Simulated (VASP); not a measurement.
# TiS2 (nc) (P-3m1) in VASP: density of states with PBE+D3(BJ)

Aim: the density of states of TiS2 (nc) with PBE+D3(BJ).

All numbers are computed with VASP 6.6.1; they aren't measurements. Logs are shortened: lines on timing, memory, paths and dates and some standing lists are left out, and cuts for length are marked.

### 1 The cell of the first run

Symmetry: P-3m1, No. 164, trigonal system. Conventional cell: a = 3.360 Å, b = 3.360 Å, c = 5.522 Å, α = 90.00°, β = 90.00°, γ = 120.00°. Within 3.2 Å of Ti (site symmetry -3m) lie 6 S at 2.41 Å. S (site symmetry 3m) has 3 Ti at 2.41 Å within 3.2 Å.

### 2 Density of states, PBE+D3(BJ)

File POSCAR:

```
TiS2
1.0
    3.3603137843      0.0000000000      0.0000000000
   -1.6801568922      2.9101171019      0.0000000000
    0.0000000000      0.0000000000      5.5216189874
Ti S
1 2
Direct
    0.0000000000      0.0000000000      0.0000000000
    0.3333333333      0.6666666667      0.2585443185
    0.6666666667      0.3333333333      0.7414556815
```

File INCAR.step1:

```
PREC = Accurate ; ENCUT = 400
EDIFF = 1E-6 ; ISMEAR = 0
SIGMA = 0.1 ; LREAL = False
LASPH = True ; NELM = 120
ALGO = Normal ; ISIF = 2
LWAVE = False ; LCHARG = True
LMAXMIX = 4 ; GGA = PE
IVDW = 12 ; NBANDS = 19
GGA_COMPAT = False ; NEDOS = 2001
LORBIT = 11
```

File KPOINTS.step1:

```
regular mesh
0
Gamma
  15 15 8
```

File INCAR.step2:

```
PREC = Accurate ; ENCUT = 400
EDIFF = 1E-6 ; ISMEAR = -5
SIGMA = 0.1 ; LREAL = False
LASPH = True ; NELM = 120
ALGO = Normal ; ISIF = 2
LWAVE = False ; LCHARG = False
LMAXMIX = 4 ; GGA = PE
IVDW = 12 ; LORBIT = 11
NBANDS = 19 ; NEDOS = 2001
ICHARG = 11 ; GGA_COMPAT = False
```

File KPOINTS.step2:

```
regular mesh
0
Gamma
  23 23 12
```

Potentials or basis: VASP PAW PBE potentials, release 64 (Ti_sv, S).

The run is started by

```sh
> cat potpaw_PBE.64/Ti_sv/POTCAR potpaw_PBE.64/S/POTCAR > POTCAR
> cp INCAR.step1 INCAR
> cp KPOINTS.step1 KPOINTS
> mpirun -np 1 vasp_std > vasp.out
> cp INCAR.step2 INCAR
> cp KPOINTS.step2 KPOINTS
> mpirun -np 1 vasp_std > vasp.out
```

OUTCAR:

```text
PREC = Accurate
   ENCUT = 400
   EDIFF = 1E-6
   ISMEAR = -5
   LREAL = False
   LASPH = True
   NELM = 120
   ISIF = 2
   GGA = PE
   IVDW = 12
   LORBIT = 11
   ICHARG = 11
 IVDW          = 12

 ion  position               nearest neighbor table
   1  0.000  0.000  0.000-   2 2.41   3 2.41   3 2.41   2 2.41   3 2.41   2 2.41
   2  0.333  0.667  0.259-   1 2.41   1 2.41   1 2.41
   3  0.667  0.333  0.741-   1 2.41   1 2.41   1 2.41

  LATTYP: Found a hexagonal cell.
 ALAT       =     3.3603137843
 C/A-ratio  =     1.6431855302

  Lattice vectors:

 A1 = (   3.3603137843,   0.0000000000,   0.0000000000)
 A2 = (  -1.6801568922,   2.9101171019,   0.0000000000)
 A3 = (   0.0000000000,   0.0000000000,   5.5216189874)

Analysis of symmetry for initial positions (statically):
=====================================================================
 Subroutine PRICEL returns:
 Original cell was already a primitive cell.

 Routine SETGRP: Setting up the symmetry group for a
 hexagonal supercell.

 Subroutine GETGRP returns: Found 12 space group operations
 (whereof 12 operations were pure point group operations)
 out of a pool of 24 trial point group operations.

The static configuration has the point symmetry D_3d.

Analysis of symmetry for dynamics (positions and initial velocities):
=====================================================================
 Subroutine PRICEL returns:
 Original cell was already a primitive cell.

 Routine SETGRP: Setting up the symmetry group for a
 hexagonal supercell.

 Subroutine GETGRP returns: Found 12 space group operations
 (whereof 12 operations were pure point group operations)
 out of a pool of 24 trial point group operations.

The dynamic configuration has the point symmetry D_3d.

 Subroutine INISYM returns: Found 12 space group operations
 (whereof 12 operations are pure point group operations),
 and found     1 'primitive' translations

----------------------------------------------------------------------------------------

                                     Primitive cell

  volume of cell :      53.9954

  direct lattice vectors                    reciprocal lattice vectors
     3.360313784  0.000000000  0.000000000     0.297591256  0.171814392  0.000000000
    -1.680156892  2.910117102  0.000000000     0.000000000  0.343628784  0.000000000
     0.000000000  0.000000000  5.521618987     0.000000000  0.000000000  0.181106303

  length of vectors
     3.360313784  3.360313784  5.521618987     0.343628784  0.343628784  0.181106303

  position of ions in fractional coordinates (direct lattice)
     0.000000000  0.000000000  0.000000000
     0.333333333  0.666666667  0.258544319
     0.666666667  0.333333333  0.741455681

  ion indices of the primitive-cell ions
   primitive index   ion index
                 1           1
                 2           2
                 3           3

----------------------------------------------------------------------------------------

 KPOINTS: regular mesh

Automatic generation of k-mesh.
 Grid dimensions read from file:
 generate k-points for:   23   23   12

 Generating k-lattice:

  Cartesian coordinates                     Fractional coordinates (reciprocal lattice)
     0.012938750  0.007470191  0.000000000     0.043478261 -0.000000000  0.000000000
     0.000000000  0.014940382  0.000000000     0.000000000  0.043478261  0.000000000
     0.000000000  0.000000000  0.015092192     0.000000000  0.000000000  0.083333333

  Length of vectors
     0.014940382  0.014940382  0.015092192

  Shift w.r.t. Gamma in fractional coordinates (k-lattice)
     0.000000000  0.000000000  0.000000000

 TETIRR: Found   9426 inequivalent tetrahedra from    38088

 Subroutine IBZKPT returns following result:
 ===========================================

 Found    612 irreducible k-points:

 Following reciprocal coordinates:
            Coordinates               Weight
  0.000000  0.000000  0.000000      1.000000
  0.043478  0.000000  0.000000      6.000000
  0.086957  0.000000  0.000000      6.000000
  0.130435  0.000000  0.000000      6.000000
  0.173913  0.000000  0.000000      6.000000
  0.217391  0.000000  0.000000      6.000000
[... 16 lines left out ...]
  0.478261  0.043478  0.000000      6.000000
  0.086957  0.086957  0.000000      6.000000
 [... further k-points ...]
   k-points           NKPTS =    612   k-points in BZ     NKDIM =    612   number of bands    NBANDS=     19
   number of dos      NEDOS =   2001   number of ions     NIONS =      3
   total plane-waves  NPLWV =  20736
   dimension x,y,z NGX =    24 NGY =   24 NGZ =   36
   dimension x,y,z NGXF=    48 NGYF=   48 NGZF=   72
   ions per type =               1   2
   NGX,Y,Z   is equivalent  to a cutoff of  11.87, 11.87, 10.84 a.u.
   NGXF,Y,Z  is equivalent  to a cutoff of  23.75, 23.75, 21.68 a.u.
 SYSTEM =  unknown system
   PREC   = accura    normal or accurate (medium, high low for compatibility)
   ISTART =      0    job   : 0-new  1-cont  2-samecut
   ICHARG =     11    charge: 1-file 2-atom 10-const
   ISPIN  =      1    spin polarized calculation?
   LNONCOLLINEAR =      F non collinear calculations
   LSORBIT =      F    spin-orbit coupling
   LASPH  =      T    aspherical Exc in radial PAW
   ENCUT  =  400.0 eV  29.40 Ry    5.42 a.u.   5.48  5.48  9.00*2*pi/ulx,y,z
   NELM   =    120;   NELMIN=  2; NELMDL=  0     # of ELM steps
   EDIFF  = 0.1E-05   stopping-criterion for ELM
   LREAL  =      F    real-space projection
   EDIFFG = 0.1E-04   stopping-criterion for IOM
   NSW    =      0    number of steps for IOM
   IBRION =     -1    ionic relax: 0-MD 1-quasi-New 2-CG
   NFREE  =      0    steps in history (QN), initial steepest desc. (CG)
   ISIF   =      2    stress and relaxation
   ISYM   =      2    0-nonsym 1-usesym 2-fastsym
   POTIM  = 0.5000    time-step for ionic-motion
   TEBEG  =    0.0;   TEEND  =   0.0 temperature during run
   PSTRESS=    0.0 pullay stress
   NELECT =      24.0000    total number of electrons
   NUPDOWN=      -1.0000    fix difference up-down
   EMIN   =  10.00;   EMAX   =-10.00  energy-range for DOS
   EFERMI =   0.00;   METHOD = LEGACY
   ISMEAR =    -5;   SIGMA  =   0.10  broadening in eV -4-tet -1-fermi 0-gaus
   EFERMI_NEDOS =   21; number of points for ismear=-14 and -15
   IALGO  =     38    algorithm
   IMIX   =      4    mixing-type and parameters
     AMIX     =   0.40;   BMIX     =  1.00
     AMIX_MAG =   1.60;   BMIX_MAG =  1.00
  volume/ion in A,a.u.               =      18.00       121.46
  Fermi-wavevector in a.u.,A,eV,Ry     =   1.249376  2.360977 21.237868  1.560939
  Thomas-Fermi vector in A             =   2.383419
   LORBIT       =     11    0 simple, 1 ext, 2 COOP (PROOUT), +10 PAW based schemes
   GGA     = PE    functional components
   LHFCALC =     F    Hartree Fock is set to
   AEXX    =    0.0000 exact exchange contribution
   IVDW    =    12    specifies the selected vdW correction
   LEPSILON=     F    determine dielectric tensor
   LRPA    =     F    only Hartree local field effects (RPA)
 non-spin polarized calculation
 Fermi weights with tetrahedron method with Bloechl corrections
  energy-cutoff  :      400.00
  volume of cell :       54.00
 maximum number of plane-waves:      1008
 NGX is ok and might be reduce to    24

 number of electron      23.9999998 magnetization

 Free energy of the ion-electron system (eV)
  ---------------------------------------------------
  ext. energy  EPLUGINS =         0.00000000
  ---------------------------------------------------
  free energy    TOTEN  =       -19.86988763 eV

  energy without entropy =      -19.86988763  energy(sigma->0) =      -19.86988763

 E-fermi :   6.1373     XC(G=0): -10.4368

 val. band max:        6.1757073342   @ k =   0.0000   0.0000   0.2500
 cond. band min:       6.1205314034   @ k =   0.0000   0.3913   0.4167
 fundamental gap:     -0.0551759308
 Fermi energy:         6.1373424860

 k-point     1 :       0.0000    0.0000    0.0000
  band No.  band energies     occupation
      1     -51.3951      2.00000
      2     -27.6379      2.00000
      3     -27.5868      2.00000
      4     -27.5868      2.00000
      5      -7.8778      2.00000
      6      -5.9769      2.00000
[... 11 lines left out ...]
     18      12.2191      0.00000
     19      13.4526      0.00000

 k-point     2 :       0.0435    0.0000    0.0000
  band No.  band energies     occupation
      1     -51.3949      2.00000
      2     -27.6374      2.00000
      3     -27.5896      2.00000
      4     -27.5874      2.00000
      5      -7.8540      2.00000
      6      -5.9720      2.00000
[... 11 lines left out ...]
     18      12.3745      0.00000
     19      13.5578      0.00000

 k-point     3 :       0.0870    0.0000    0.0000
  band No.  band energies     occupation
      1     -51.3940      2.00000
      2     -27.6357      2.00000
      3     -27.5980      2.00000
      4     -27.5893      2.00000
      5      -7.7828      2.00000
      6      -5.9576      2.00000
[... 11 lines left out ...]
     18      12.7674      0.00000
     19      13.8498      0.00000

 k-point     4 :       0.1304    0.0000    0.0000
  band No.  band energies     occupation
      1     -51.3930      2.00000
      2     -27.6331      2.00000
      3     -27.6111      2.00000
      4     -27.5923      2.00000
      5      -7.6672      2.00000
      6      -5.9350      2.00000
[... 407 lines left out ...]
     18      13.2328      0.00000
     19      13.7840      0.00000

 k-point    23 :       0.4783    0.0435    0.0000
  band No.  band energies     occupation
      1     -51.3798      2.00000
      2     -27.7373      2.00000
      3     -27.6231      2.00000
      4     -27.6069      2.00000
      5      -5.9675      2.00000
      6      -5.9591      2.00000
[... 11 lines left out ...]
     18      13.1795      0.00000
     19      13.7746      0.00000

 k-point    24 :       0.0870    0.0870    0.0000
  band No.  band energies     occupation
      1     -51.3921      2.00000
      2     -27.6316      2.00000
      3     -27.6180      2.00000
      4     -27.5946      2.00000
      5      -7.5991      2.00000
      6      -5.9222      2.00000
[... 11 lines left out ...]
     18      13.5537      0.00000
     19      14.4730      0.00000

 [... further k-points ...]

------------------------ aborting loop because EDIFF is reached ----------------------------------------

 Edisp (eV)   -1.22927

 E8    (eV) :    -0.4983

  FORCE on cell =-STRESS in cart. coord.  units (eV):
  Direction    XX          YY          ZZ          XY          YZ          ZX
  --------------------------------------------------------------------------------------
  -------------------------------------------------------------------------------------
  Total      -0.10035    -0.10035    -0.17111     0.00000     0.00000     0.00000
  in kB      -2.97763    -2.97763    -5.07725     0.00000     0.00000     0.00000
  external pressure =       -3.68 kB  Pullay stress =        0.00 kB

 VOLUME and BASIS-vectors are now :
 -----------------------------------------------------------------------------
  energy-cutoff  :      400.00
  volume of cell :       54.00
      direct lattice vectors                 reciprocal lattice vectors
     3.360313784  0.000000000  0.000000000     0.297591256  0.171814392  0.000000000
    -1.680156892  2.910117102  0.000000000     0.000000000  0.343628784  0.000000000
     0.000000000  0.000000000  5.521618987     0.000000000  0.000000000  0.181106303

 POSITION                                       TOTAL-FORCE (eV/Angst)
 -----------------------------------------------------------------------------------
      0.00000      0.00000      0.00000         0.000000      0.000000      0.000000
     -0.00000      1.94008      1.42758         0.000000     -0.000000      0.015080
      1.68016      0.97004      4.09404        -0.000000      0.000000     -0.015080
 -----------------------------------------------------------------------------------
    total drift:                                0.000000     -0.000000     -0.000000

  FREE ENERGIE OF THE ION-ELECTRON SYSTEM (eV)
  ---------------------------------------------------
  free  energy   TOTEN  =       -21.0991617228 eV

  energy  without entropy=      -21.0991617228  energy(sigma->0) =      -21.09916172

 total charge

# of ion       s       p       d       tot
------------------------------------------
    1        2.190   6.201   1.825  10.216
    2        1.358   2.380   0.000   3.738
    3        1.358   2.380   0.000   3.738
--------------------------------------------------
tot          4.906  10.962   1.825  17.693
```

Wall time 5 min (1 thread of AMD EPYC 9R45 (Zen 5), shared host); peak memory 0.44 GiB.

What came out:

```
Valence electrons inside the program's atomic spheres : Ti 10.22; S 3.74
Dispersion energy per atom                            : -0.410 eV
```

Levels at points of the mesh, in eV from the Fermi level:
```
           k point  band 8  band 9  band 10  band 11  band 12  band 13  band 14  band 15  band 16  band 17
(0.00, 0.00, 0.00)   -2.77   -2.77     0.17     0.17     0.17     0.55     0.55     0.89     3.48     3.48
(0.00, 0.00, 0.50)   -2.71   -2.71    -2.70    -0.09    -0.09     0.52     0.52     1.60     3.91     3.91
```

Caveat: pairwise dispersion overbinds metals, which lowers pressure and volume; tetrahedron occupations give inexact forces and stress in metals.
